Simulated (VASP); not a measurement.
# Fe (P6/mmm) in VASP: further runs

Fe is run at these levels: LDA; tasks: single point.

Program: VASP 6.6.1. These are calculated values, not measurements. Logs are shortened: lines on timing, memory, paths and dates and some standing lists are left out, and cuts for length are marked.

**1. The cell of the first run**

Symmetry: P6/mmm, No. 191, hexagonal system. The conventional cell has a = 2.301 Å, b = 2.301 Å, c = 2.071 Å, α = 90.00°, β = 90.00°, γ = 120.00°. Fe (site symmetry 6/mmm) has 8 Fe at 2.07 to 2.30 Å within 2.7 Å.

**2. Single point, LDA, collinear spin, ferromagnetic start**

Input file INCAR:

```
SYSTEM = Fe
PREC = Accurate
ENCUT = 520
EDIFF = 1E-6
ISMEAR = -1
SIGMA = 0.05
LREAL = .FALSE.
LASPH = .TRUE.
NELM = 150
ALGO = Normal
ISIF = 2
LWAVE = .FALSE.
LCHARG = .FALSE.
ISPIN = 2
MAGMOM = 2.5
LORBIT = 11
LMAXMIX = 4
GGA = CA
NBANDS = 14
```

Input file KPOINTS:

```
Automatic mesh
0
G
  19 19 18
  0 0 0
```

Input file POSCAR:

```
Fe
1.0
    2.3009475559      0.0000000000      0.0000000000
   -1.1504737779      1.9926790362      0.0000000000
    0.0000000000      0.0000000000      2.0705582190
Fe
1
Direct
    0.0000000000      0.0000000000      0.0000000000
```

Potentials or basis: VASP PAW LDA potentials, release 64 (Fe).

Command:

```
$ cat potpaw_LDA.64/Fe/POTCAR > POTCAR
$ mpirun -np 1 vasp_std > vasp.out
```

OUTCAR:

```text
SYSTEM = Fe
   PREC = Accurate
   ENCUT = 520
   EDIFF = 1E-6
   ISMEAR = -1
   LREAL = .FALSE.
   LASPH = .TRUE.
   NELM = 150
   ISIF = 2
   ISPIN = 2
   LORBIT = 11
   GGA = CA

 ion  position               nearest neighbor table
   1  0.000  0.000  0.000-

  LATTYP: Found a hexagonal cell.
 ALAT       =     2.3009475559
 C/A-ratio  =     0.8998719739

  Lattice vectors:

 A1 = (   2.3009475559,   0.0000000000,   0.0000000000)
 A2 = (  -1.1504737779,   1.9926790362,   0.0000000000)
 A3 = (   0.0000000000,   0.0000000000,   2.0705582190)

Analysis of symmetry for initial positions (statically):
=====================================================================
 Subroutine PRICEL returns:
 Original cell was already a primitive cell.

 Routine SETGRP: Setting up the symmetry group for a
 hexagonal supercell.

 Subroutine GETGRP returns: Found 24 space group operations
 (whereof 24 operations were pure point group operations)
 out of a pool of 24 trial point group operations.

The static configuration has the point symmetry D_6h.

Analysis of symmetry for dynamics (positions and initial velocities):
=====================================================================
 Subroutine PRICEL returns:
 Original cell was already a primitive cell.

 Routine SETGRP: Setting up the symmetry group for a
 hexagonal supercell.

 Subroutine GETGRP returns: Found 24 space group operations
 (whereof 24 operations were pure point group operations)
 out of a pool of 24 trial point group operations.

The dynamic configuration has the point symmetry D_6h.

Analysis of structural, dynamic, and magnetic symmetry:
=====================================================================
 Subroutine PRICEL returns:
 Original cell was already a primitive cell.

 Routine SETGRP: Setting up the symmetry group for a
 hexagonal supercell.

 Subroutine GETGRP returns: Found 24 space group operations
 (whereof 24 operations were pure point group operations)
 out of a pool of 24 trial point group operations.

The overall configuration has the point symmetry D_6h.

 Subroutine INISYM returns: Found 24 space group operations
 (whereof 24 operations are pure point group operations),
 and found     1 'primitive' translations

----------------------------------------------------------------------------------------

                                     Primitive cell

  volume of cell :       9.4936

  direct lattice vectors                    reciprocal lattice vectors
     2.300947556  0.000000000  0.000000000     0.434603560  0.250918483  0.000000000
    -1.150473778  1.992679036  0.000000000     0.000000000  0.501836965  0.000000000
[... 117 lines left out ...]
 maximum number of plane-waves:       272
 NGX is ok and might be reduce to    18
   NGX =  9   NGY =  9   NGZ =  7

 number of electron       8.0000003 magnetization       0.3550704

 Free energy of the ion-electron system (eV)
  ---------------------------------------------------
  ext. energy  EPLUGINS =         0.00000000
  ---------------------------------------------------
  free energy    TOTEN  =        -8.58913090 eV

  energy without entropy =       -8.57300290  energy(sigma->0) =       -8.58106690

 E-fermi :   7.9033     XC(G=0): -14.4056

 val. band max:        7.9004399553   @ k =   0.2632   0.0526   0.1667
 cond. band min:       7.9035787491   @ k =   0.3158   0.1579   0.2778
 fundamental gap:      0.0031387938
 Fermi energy:         7.9032800834

 spin component 1

 k-point     1 :       0.0000    0.0000    0.0000
  band No.  band energies     occupation
      1      -1.5670      1.00000
      2       2.8732      1.00000
      3       5.8332      1.00000
      4       5.8332      1.00000
      5       9.0733      0.00000
      6       9.0733      0.00000
      7      30.9531      0.00000
      8      32.8282      0.00000
      9      37.5493      0.00000
     10      37.5493      0.00000
     11      38.4427      0.00000
     12      39.0379      0.00000
     13      39.0379      0.00000
     14      49.6960      0.00000
[... 379 lines left out ...]
      3       5.3553      1.00000
      4       7.7260      0.97197
      5       8.6980      0.00000
      6       9.1674      0.00000
      7      19.0916      0.00000
      8      24.9822      0.00000
      9      36.9841      0.00000
     10      38.3109      0.00000
     11      39.9650      0.00000
     12      48.3008      0.00000
     13      48.4681      0.00000
     14      50.5935      0.00000

 [... further k-points ...]

 spin component 2

 k-point     1 :       0.0000    0.0000    0.0000
  band No.  band energies     occupation
      1      -1.4794      1.00000
      2       3.0959      1.00000
      3       6.1113      1.00000
      4       6.1113      1.00000
      5       9.4974      0.00000
      6       9.4974      0.00000
      7      30.9990      0.00000
      8      32.9464      0.00000
      9      37.6950      0.00000
     10      37.6950      0.00000
     11      38.5640      0.00000
     12      39.1649      0.00000
     13      39.1649      0.00000
     14      49.8156      0.00000
[... 379 lines left out ...]
      3       5.5320      1.00000
      4       8.1231      0.01217
      5       9.1152      0.00000
      6       9.4536      0.00000
      7      19.2702      0.00000
      8      25.1121      0.00000
      9      37.1160      0.00000
     10      38.3830      0.00000
     11      40.1066      0.00000
     12      48.3949      0.00000
     13      48.5899      0.00000
     14      50.6966      0.00000

 [... further k-points ...]
[... 5 lines left out ...]
  --------------------------------------------------------------------------------------
  -------------------------------------------------------------------------------------
  Total        1.7801075      1.7801075      1.5616146      0.0000000     -0.0000000     -0.0000000
  in kB      300.4175439    300.4175439    263.5438693      0.0000000     -0.0000000     -0.0000000
  external PRESSURE =     288.1263190 kB  Pullay stress =       0.0000000 kB

 VOLUME and BASIS-vectors are now :
 -----------------------------------------------------------------------------
  energy-cutoff  :      520.00
  volume of cell :        9.49
      direct lattice vectors                 reciprocal lattice vectors
     2.300947556  0.000000000  0.000000000     0.434603560  0.250918483  0.000000000
    -1.150473778  1.992679036  0.000000000     0.000000000  0.501836965  0.000000000
     0.000000000  0.000000000  2.070558219     0.000000000  0.000000000  0.482961547

 POSITION                                       TOTAL-FORCE (eV/Angst)
 -----------------------------------------------------------------------------------
      0.00000      0.00000      0.00000         0.000000      0.000000      0.000000
 -----------------------------------------------------------------------------------
    total drift:                                0.000000     -0.000000      0.000000

  FREE ENERGIE OF THE ION-ELECTRON SYSTEM (eV)
  ---------------------------------------------------
  free  energy   TOTEN  =        -8.5891308975 eV

  energy  without entropy=       -8.5730029041  energy(sigma->0) =       -8.58106690

 total charge

# of ion       s       p       d       tot
------------------------------------------
    1        0.594   0.653   6.601   7.848

 magnetization (x)

# of ion       s       p       d       tot
------------------------------------------
    1        0.003   0.002   0.341   0.347
```

stdout:

```text
POSCAR found type information on POSCAR Fe
 POSCAR found :  1 types and       1 ions
 scaLAPACK will be used
 LDA part: xc-table for (Slater(with rela. corr.)+CA(PZ))
 , standard interpolation
 POSCAR, INCAR and KPOINTS ok, starting setup
 FFT: planning ... GRIDC
 FFT: planning ... GRID_SOFT
 FFT: planning ... GRID
 WAVECAR not read
 entering main loop
```

Run time: 48 s. Hardware: 1 thread of Intel Xeon 6975P-C (Granite Rapids), shared host; peak memory 0.18 GiB.

What came out:

```
Free energy                                           : -8.5891 eV
Pressure                                              : 28.8 GPa
Net moment                                            : 0.36 μB per cell
Site moments                                          : Fe +0.35 μB
Valence electrons inside the program's atomic spheres : Fe 7.85
```

Levels at points of the mesh, in eV from the Fermi level:
Spin up:
```tsv
k point	band 2	band 3	band 4	band 5	band 6	band 7
(0.00, 0.00, 0.00)	-5.03	-2.07	-2.07	1.17	1.17	23.05
(0.00, 0.00, 0.50)	-1.37	-1.37	-1.25	-1.25	-1.14	8.10
```
Spin down:
| k point | band 2 | band 3 | band 4 | band 5 | band 6 | band 7 |
| --- | --- | --- | --- | --- | --- | --- |
| (0.00, 0.00, 0.00) | -4.81 | -1.79 | -1.79 | 1.59 | 1.59 | 23.10 |
| (0.00, 0.00, 0.50) | -1.08 | -1.08 | -1.06 | -0.87 | -0.87 | 8.32 |

**3. Single point, LDA, collinear spin, ferromagnetic start**

Input file INCAR:

```
ALGO     = Normal         # electronic algorithm
EDIFF    = 1E-7           # SCF threshold, eV
ENCUT    = 520            # plane-wave cutoff, eV
GGA      = CA             # functional
ISIF     = 2              # what is computed and relaxed
ISMEAR   = -1             # smearing method
ISPIN    = 2              # spin polarisation
LASPH    = True           # aspherical terms in the spheres
LCHARG   = False          # write CHGCAR
LMAXMIX  = 4              # l up to which the mixer works
LORBIT   = 11             # projections on sites
LREAL    = False          # projectors in reciprocal space
LWAVE    = False          # write WAVECAR
MAGMOM   = 2.5            # initial moments
NBANDS   = 14             # bands
NELM     = 150            # most SCF steps
PREC     = Accurate       # precision mode
SIGMA    = 0.05           # smearing width, eV
```

Input file KPOINTS:

```
k-points
0
Gamma
  19 19 18
```

Input file POSCAR:

```
Fe
1.0
    2.3010610181      0.0000000000      0.0000000000
   -1.1505305090      1.9927772974      0.0000000000
    0.0000000000      0.0000000000      2.0698685632
Fe
1
Direct
    0.0000000000      0.0000000000      0.0000000000
```

Potentials or basis: VASP PAW LDA potentials, release 64 (Fe).

Command:

```
$ cat potpaw_LDA.64/Fe/POTCAR > POTCAR
$ mpirun -np 1 vasp_std > vasp.out
```

Wall time 51 s (1 thread of Intel Xeon 6975P-C (Granite Rapids), shared host); peak memory 0.19 GiB.

It converged, with:

```
Free energy                                           : -8.5888 eV
Pressure                                              : 28.9 GPa
Net moment                                            : 0.35 μB per cell
Site moments                                          : Fe +0.35 μB
Valence electrons inside the program's atomic spheres : Fe 7.85
```

Stress tensor (GPa, compression positive):
```
30.09  0.00  0.00
 0.00 30.09  0.00
 0.00  0.00 26.56
```

Levels at points of the mesh, in eV from the Fermi level:
Spin up:
```
           k point  band 2  band 3  band 4  band 5  band 6  band 7
(0.00, 0.00, 0.00)   -5.03   -2.07   -2.07    1.17    1.17   23.04
(0.00, 0.00, 0.50)   -1.37   -1.37   -1.26   -1.26   -1.14    8.10
```
Spin down:
| k point | band 1 | band 2 | band 3 | band 4 | band 5 | band 6 | band 7 | band 8 | band 9 |
| --- | --- | --- | --- | --- | --- | --- | --- | --- | --- |
| (0.00, 0.00, 0.00) | -9.38 | -4.81 | -1.79 | -1.79 | 1.59 | 1.59 | 23.09 | 25.06 | 29.79 |
| (0.00, 0.00, 0.50) | -4.25 | -1.08 | -1.08 | -1.05 | -0.87 | -0.87 | 8.32 | 29.67 | 31.81 |
